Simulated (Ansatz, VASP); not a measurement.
Pt: VASP beside Ansatz

The input POSCAR:

```
Pt
1.0
    2.7606656158      0.0000000000      0.0000000000
   -1.3803328079      2.3908065546      0.0000000000
    0.0000000000      0.0000000000      4.7921340000
Pt
2
Direct
    0.3333333333      0.6666666667      0.2500000000
    0.6666666667      0.3333333333      0.7500000000
```

INCAR.step1

```
SYSTEM = Pt
ALGO     = Normal         ! electronic algorithm
EDIFF    = 1E-5           ! SCF threshold, eV
ENCUT    = 520            ! plane-wave cutoff, eV
GGA      = PE             ! functional
ISIF     = 2              ! what is computed and relaxed
ISMEAR   = -1             ! smearing method
LASPH    = .True.         ! aspherical terms in the spheres
LREAL    = .False.        ! projectors in reciprocal space
LWAVE    = .True.         ! write WAVECAR
NBANDS   = 17             ! bands
NELM     = 60             ! most SCF steps
PREC     = Accurate       ! precision mode
SIGMA    = 0.05           ! smearing width, eV
```

INCAR.step2

```
SYSTEM = Pt
AEXX     = 0.25           ! exact-exchange fraction
ALGO     = Normal         ! electronic algorithm
EDIFF    = 1E-6           ! SCF threshold, eV
ENCUT    = 520            ! plane-wave cutoff, eV
ISIF     = 2              ! what is computed and relaxed
ISMEAR   = -1             ! smearing method
ISTART   = 1            
LASPH    = .True.         ! aspherical terms in the spheres
LCHARG   = .True.         ! write CHGCAR
LELF     = .True.         ! ELF
LHFCALC  = .True.         ! exact exchange
LMIXTAU  = .True.       
LREAL    = .False.        ! projectors in reciprocal space
LVHAR    = .True.       
LWAVE    = .False.        ! write WAVECAR
METAGGA  = R2SCAN         ! meta-GGA
NBANDS   = 17             ! bands
NELM     = 60             ! most SCF steps
PREC     = Accurate       ! precision mode
PRECFOCK = Normal       
SIGMA    = 0.05           ! smearing width, eV
```

Contents of KPOINTS:

```
k-points
0
Gamma
  6 6 3
  0 0 0
```

Contents of input.yaml:

```yaml
crystal:
  lattice:
    - [2.7606656158, 0.0, 0.0]
    - [-1.3803328079, 2.3908065546, 0.0]
    - [0.0, 0.0, 4.792134]
  atoms:
    - { symbol: Pt, position: [0.3333333333, 0.6666666667, 0.25] }
    - { symbol: Pt, position: [0.6666666667, 0.3333333333, 0.75] }
hamiltonian:
  xc: r2scan0
  pseudopotentials: { kind: paw }
kpoints:
  mp_grid: { grid: [6, 6, 3] }
scf:
  occupations: { method: fermi_dirac, width: 0.05 }
  n_extra_bands: 6
output:
  forces: true
  stress: true
  eigenvalues: true
  dos: { projected: true, de: 0.05 }
```

Alike in both runs: functional r2SCAN0; k mesh 6 × 6 × 3; occupations fermi-dirac, width 0.05 eV; no spin polarisation.

```csv
,VASP,Ansatz
version,VASP 6.6.1,Ansatz 0.2.0
potentials or method,"VASP PAW PBE potentials, release 64 (Pt)",Ansatz PAW
plane-wave cutoff (eV),520,500
valence electrons in the cell,20,36
task,single point,projected density of states
```

|  | VASP | Ansatz | Ansatz less VASP |
| --- | --- | --- | --- |
| gap on the k mesh at the Fermi level (eV) | none | none | - |
| pressure (GPa) | -13.1 | -13.7 | -0.59 |
| traceless stress, the component that is largest in VASP (GPa) | 2.29 | 2.30 | +0.008 |

VASP's potentials were made for PBE, not for r2SCAN0. A gap of «none» marks a metal or a gap that the smearing closes. VASP's potentials hold 20 valence electrons a cell and Ansatz's 36, so a difference there can come from the potentials and not from the codes.

The k mesh is coarse, so the values compare programs but aren't converged. Spin-orbit coupling is off throughout.
